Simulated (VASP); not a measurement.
# ZnO (rock salt type) (Fm-3m) in VASP: settings compared, part 2 of 2

VASP 6.6.1. The steps go on from the part before.

## 3. Single point, r2SCAN

This run uses another cell than the first one, of 9.33 Å³/atom, 0.885 times its volume.

POSCAR

```
ZnO
1.0
    0.0000000000      2.1050804648      2.1050804648
    2.1050804648      0.0000000000      2.1050804648
    2.1050804648      2.1050804648      0.0000000000
Zn O
1 1
Direct
    0.0000000000      0.0000000000      0.0000000000
    0.5000000000      0.5000000000      0.5000000000
```

INCAR.step1

```
ALGO     = Normal         # electronic algorithm
EDIFF    = 1E-4           # SCF threshold, eV
ENCUT    = 520            # plane-wave cutoff, eV
GGA      = PE             # functional
ISMEAR   = -1             # smearing method
LASPH    = True           # aspherical terms in the spheres
LCHARG   = False          # write CHGCAR
LREAL    = False          # projectors in reciprocal space
LWAVE    = True           # write WAVECAR
NBANDS   = 16             # bands
NELM     = 60             # most SCF steps
PREC     = Accurate       # precision mode
SIGMA    = 0.1            # smearing width, eV
```

INCAR.step2

```
ALGO     = Normal         # electronic algorithm
EDIFF    = 1E-6           # SCF threshold, eV
ENCUT    = 520            # plane-wave cutoff, eV
ISIF     = 2              # what is computed and relaxed
ISMEAR   = -1             # smearing method
ISTART   = 1            
LASPH    = True           # aspherical terms in the spheres
LCHARG   = False          # write CHGCAR
LMIXTAU  = True         
LREAL    = False          # projectors in reciprocal space
LWAVE    = False          # write WAVECAR
METAGGA  = R2SCAN         # meta-GGA
NBANDS   = 16             # bands
NELM     = 60             # most SCF steps
PREC     = Accurate       # precision mode
SIGMA    = 0.1            # smearing width, eV
```

KPOINTS

```
k-points
0
Gamma
  13 13 13
```

Potentials or basis: VASP PAW PBE potentials, release 64 (Zn, O).

Launch:

```
> cat potpaw_PBE.64/Zn/POTCAR potpaw_PBE.64/O/POTCAR > POTCAR
> cp INCAR.step1 INCAR
> mpirun -np 1 vasp_std > vasp.out
> cp INCAR.step2 INCAR
> mpirun -np 1 vasp_std > vasp.out
```

OUTCAR:

```text
EDIFF = 1E-6
   ENCUT = 520
   ISIF = 2
   ISMEAR = -1
   ISTART = 1
   LASPH = True
   LREAL = False
   METAGGA = R2SCAN
   NELM = 60
   PREC = Accurate

 ion  position               nearest neighbor table
   1  0.000  0.000  0.000-   2 2.11   2 2.11   2 2.11   2 2.11   2 2.11   2 2.11
   2  0.500  0.500  0.500-   1 2.11   1 2.11   1 2.11   1 2.11   1 2.11   1 2.11

  LATTYP: Found a face centered cubic cell.
 ALAT       =     4.2101609296

  Lattice vectors:

[... 644 lines left out ...]

  FORCE on cell =-STRESS in cart. coord.  units (eV):
  Direction    XX          YY          ZZ          XY          YZ          ZX
  --------------------------------------------------------------------------------------
  -------------------------------------------------------------------------------------
  Total        1.1772356      1.1772356      1.1772356      0.0000000      0.0000000     -0.0000000
  in kB      101.0969076    101.0969076    101.0969076      0.0000000      0.0000000     -0.0000000
  external PRESSURE =     101.0969076 kB  Pullay stress =       0.0000000 kB

 VOLUME and BASIS-vectors are now :
 -----------------------------------------------------------------------------
  energy-cutoff  :      520.00
  volume of cell :       18.66
      direct lattice vectors                 reciprocal lattice vectors
     0.000000000  2.105080465  2.105080465    -0.237520612  0.237520612  0.237520612
     2.105080465  0.000000000  2.105080465     0.237520612 -0.237520612  0.237520612
     2.105080465  2.105080465  0.000000000     0.237520612  0.237520612 -0.237520612

 POSITION                                       TOTAL-FORCE (eV/Angst)
 -----------------------------------------------------------------------------------
      0.00000      0.00000      0.00000         0.000000      0.000000      0.000000
      2.10508      2.10508      2.10508        -0.000000     -0.000000     -0.000000
 -----------------------------------------------------------------------------------
    total drift:                                0.000000     -0.000000     -0.000000

  FREE ENERGIE OF THE ION-ELECTRON SYSTEM (eV)
  ---------------------------------------------------
  free  energy   TOTEN  =       -17.9221703538 eV

  energy  without entropy=      -17.9221672929  energy(sigma->0) =      -17.92216882
```

OUTCAR.step1:

```text
EDIFF = 1E-4
   ENCUT = 520
   GGA = PE
   ISMEAR = -1
   LASPH = True
[... 677 lines left out ...]
      0.00000      0.00000      0.00000        -0.000000      0.000000      0.000000
      2.10508      2.10508      2.10508         0.000000     -0.000000     -0.000000
 -----------------------------------------------------------------------------------
    total drift:                                0.000000     -0.000000     -0.000000

  FREE ENERGIE OF THE ION-ELECTRON SYSTEM (eV)
  ---------------------------------------------------
  free  energy   TOTEN  =        -8.5381928598 eV

  energy  without entropy=       -8.5381412470  energy(sigma->0) =       -8.53816705
```

It took 57 s on 1 thread of Intel Xeon Platinum 8375C at 2.90GHz (Ice Lake), shared host; peak memory 0.16 GiB.

What came out:

```
Free energy            : -17.9222 eV
Pressure               : 10.1 GPa
Band gap on the k mesh : 1.77 eV, indirect (least direct gap 3.36 eV)
```

Caveat: the PAW data sets were made with another functional, which shifts forces and pressure a little. r2SCAN opens gaps a little over a GGA but as a rule still falls short of measured ones.

## 4. Single point, r2SCAN

This run uses another cell than the first one, of 9.33 Å³/atom, 0.885 times its volume.

POSCAR is that of step 3.

INCAR.step1

```
SYSTEM = ZnO
ALGO = Normal
EDIFF = 1E-4
ENCUT = 520
GGA = PE
ISMEAR = -1
LASPH = .True.
LCHARG = .False.
LREAL = .False.
LWAVE = .True.
NBANDS = 16
NELM = 60
PREC = Accurate
SIGMA = 0.1
```

INCAR.step2

```
SYSTEM = ZnO
ALGO = Normal
EDIFF = 1E-7
ENCUT = 520
ISIF = 2
ISMEAR = -1
ISTART = 1
LASPH = .True.
LCHARG = .False.
LMIXTAU = .True.
LREAL = .False.
LWAVE = .False.
METAGGA = R2SCAN
NBANDS = 16
NELM = 60
PREC = Accurate
SIGMA = 0.1
```

KPOINTS

```
k-points
0
Gamma
  13 13 13
  0 0 0
```

Potentials or basis: VASP PAW PBE potentials, release 64 (Zn, O).

Launch:

```
> cat potpaw_PBE.64/Zn/POTCAR potpaw_PBE.64/O/POTCAR > POTCAR
> cp INCAR.step1 INCAR
> mpirun -np 1 vasp_std > vasp.out
> cp INCAR.step2 INCAR
> mpirun -np 1 vasp_std > vasp.out
```

OUTCAR:

```text
SYSTEM = ZnO
   EDIFF = 1E-7
   ENCUT = 520
   ISIF = 2
   ISMEAR = -1
   ISTART = 1
   LASPH = .True.
   LREAL = .False.
   METAGGA = R2SCAN
   NELM = 60
   PREC = Accurate

 ion  position               nearest neighbor table
   1  0.000  0.000  0.000-   2 2.11   2 2.11   2 2.11   2 2.11   2 2.11   2 2.11
   2  0.500  0.500  0.500-   1 2.11   1 2.11   1 2.11   1 2.11   1 2.11   1 2.11

  LATTYP: Found a face centered cubic cell.
 ALAT       =     4.2101609296

  Lattice vectors:

 A1 = (   0.0000000000,   2.1050804648,   2.1050804648)
 A2 = (   2.1050804648,   0.0000000000,   2.1050804648)
 A3 = (   2.1050804648,   2.1050804648,   0.0000000000)

Analysis of symmetry for initial positions (statically):
=====================================================================
 Subroutine PRICEL returns:
 Original cell was already a primitive cell.

 Routine SETGRP: Setting up the symmetry group for a
 face centered cubic supercell.

 Subroutine GETGRP returns: Found 48 space group operations
 (whereof 48 operations were pure point group operations)
 out of a pool of 48 trial point group operations.

The static configuration has the point symmetry O_h .

[... 160 lines left out ...]
 E-fermi :   4.0024     XC(G=0): -13.3863

 val. band max:        2.8785128134   @ k =   0.4615   0.0000   0.0000
 cond. band min:       4.6485335259   @ k =   0.0000   0.0000   0.0000
 fundamental gap:      1.7700207125
 Fermi energy:         4.0023842050

 k-point     1 :       0.0000    0.0000    0.0000
  band No.  band energies     occupation
      1     -17.1136      2.00000
      2      -2.0914      2.00000
      3      -2.0913      2.00000
      4      -2.0913      2.00000
      5      -1.8868      2.00000
      6      -1.8868      2.00000
[... 433 lines left out ...]
      3      -3.1708      2.00000
      4      -2.9695      2.00000
      5      -1.7594      2.00000
      6      -1.6116      2.00000
[... 8 lines left out ...]
     15      27.9919      0.00000
     16      30.0837      0.00000

 [... further k-points ...]

------------------------ aborting loop because EDIFF is reached ----------------------------------------

  FORCE on cell =-STRESS in cart. coord.  units (eV):
  Direction    XX          YY          ZZ          XY          YZ          ZX
  --------------------------------------------------------------------------------------
  -------------------------------------------------------------------------------------
  Total        1.1762648      1.1762648      1.1762648      0.0000000      0.0000000      0.0000000
  in kB      101.0135348    101.0135348    101.0135348      0.0000000      0.0000000      0.0000000
  external PRESSURE =     101.0135348 kB  Pullay stress =       0.0000000 kB

 VOLUME and BASIS-vectors are now :
 -----------------------------------------------------------------------------
  energy-cutoff  :      520.00
  volume of cell :       18.66
      direct lattice vectors                 reciprocal lattice vectors
     0.000000000  2.105080465  2.105080465    -0.237520612  0.237520612  0.237520612
     2.105080465  0.000000000  2.105080465     0.237520612 -0.237520612  0.237520612
     2.105080465  2.105080465  0.000000000     0.237520612  0.237520612 -0.237520612

 POSITION                                       TOTAL-FORCE (eV/Angst)
 -----------------------------------------------------------------------------------
      0.00000      0.00000      0.00000         0.000000     -0.000000      0.000000
      2.10508      2.10508      2.10508        -0.000000      0.000000     -0.000000
 -----------------------------------------------------------------------------------
    total drift:                                0.000000     -0.000000     -0.000000

  FREE ENERGIE OF THE ION-ELECTRON SYSTEM (eV)
  ---------------------------------------------------
  free  energy   TOTEN  =       -17.9221702529 eV

  energy  without entropy=      -17.9221671912  energy(sigma->0) =      -17.92216872
```

OUTCAR.step1:

```text
SYSTEM = ZnO
   EDIFF = 1E-4
   ENCUT = 520
   GGA = PE
   ISMEAR = -1
   LASPH = .True.
   LREAL = .False.
[... 676 lines left out ...]
      0.00000      0.00000      0.00000        -0.000000      0.000000      0.000000
      2.10508      2.10508      2.10508         0.000000     -0.000000     -0.000000
 -----------------------------------------------------------------------------------
    total drift:                                0.000000     -0.000000     -0.000000

  FREE ENERGIE OF THE ION-ELECTRON SYSTEM (eV)
  ---------------------------------------------------
  free  energy   TOTEN  =        -8.5381928598 eV

  energy  without entropy=       -8.5381412470  energy(sigma->0) =       -8.53816705
```

It took 63 s on 1 thread of Intel Xeon Platinum 8375C at 2.90GHz (Ice Lake), shared host; peak memory 0.15 GiB.

Results:

* Free energy: -17.9222 eV
* Pressure: 10.1 GPa
* Band gap on the k mesh: 1.77 eV, indirect (least direct gap 3.36 eV)

Caveat: the PAW data sets were made with another functional, which shifts forces and pressure a little. A k mesh can miss the band edges.
